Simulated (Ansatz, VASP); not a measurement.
# PtSe2: VASP beside Ansatz

INCAR

```
SYSTEM = PtSe2
PREC     = Accurate       ! precision mode
ENCUT    = 600            ! plane-wave cutoff, eV
EDIFF    = 1E-7           ! SCF threshold, eV
ISMEAR   = 0              ! smearing method
SIGMA    = 0.05           ! smearing width, eV
LREAL    = .FALSE.        ! projectors in reciprocal space
LASPH    = .TRUE.         ! aspherical terms in the spheres
NELM     = 80             ! most SCF steps
ALGO     = Normal         ! electronic algorithm
ISIF     = 3              ! what is computed and relaxed
LWAVE    = .FALSE.        ! write WAVECAR
LCHARG   = .FALSE.        ! write CHGCAR
GGA      = PE             ! functional
IVDW     = 12             ! dispersion correction
IBRION   = 2              ! ionic algorithm
NSW      = 80             ! ionic steps
EDIFFG   = -0.001         ! ionic threshold
```

The input KPOINTS:

```
Automatic mesh
0
G
  14 14 10
  0 0 0
```

POSCAR

```
PtSe2
1.0
    3.7240000000      0.0000000000      0.0000000000
   -1.8620000000      3.2250786037      0.0000000000
    0.0000000000      0.0000000000      5.0620000000
Pt Se
1 2
Direct
    0.0000000000      0.0000000000      0.0000000000
    0.3333333333      0.6666666667      0.2500000000
    0.6666666667      0.3333333333      0.7500000000
```

Input for Ansatz:

```yaml
crystal:
  lattice:
    - [3.724, 0.0, 0.0]
    - [-1.862, 3.2250786037, 0.0]
    - [0.0, 0.0, 5.062]
  atoms:
    - { symbol: Pt, position: [0.0, 0.0, 0.0] }
    - { symbol: Se, position: [0.3333333333, 0.6666666667, 0.25] }
    - { symbol: Se, position: [0.6666666667, 0.3333333333, 0.75] }
scf:
  occupations: { method: gaussian, width: 0.05 }
output:
  forces: true
  stress: true
  eigenvalues: true
  write_density: true
  write_potential: true
  elf: true
  volumetric_format: npy
hamiltonian:
  xc: pbe
  dispersion: d3bj
relax:
  f_tol: 0.001
  max_steps: 60
  cell: { stress_tol: 0.03 }
kpoints:
  mp_grid: { grid: [14, 14, 10] }
```

Alike in both runs: task relaxation of cell and atoms; functional PBE; dispersion D3(BJ); k mesh 14 × 14 × 10; occupations gaussian, width 0.05 eV; no spin polarisation.

|  | VASP | Ansatz |
| --- | --- | --- |
| version | VASP 6.6.1 | Ansatz 0.2.0 |
| potentials or method | VASP PAW PBE potentials, release 64 (Pt, Se) | scalar-relativistic, plane waves, PAW |
| plane-wave cutoff (eV) | 600 | 420 |
| valence electrons in the cell | 22 | 50 |

```tsv
	VASP	Ansatz	Ansatz less VASP
gap on the k mesh at the Fermi level, each at its own relaxed structure (eV)	none	none	-
relaxed volume (Å³/atom)	19.78	19.79	+0.009
relaxed length of the cell vector where the two differ most in proportion (Å)	4.815	4.817	+0.0020
```

A gap of «none» marks a metal or a gap that the smearing closes. VASP's potentials hold 22 valence electrons a cell and Ansatz's 50, so a difference there can come from the potentials and not from the codes.

Spin-orbit coupling is off throughout.
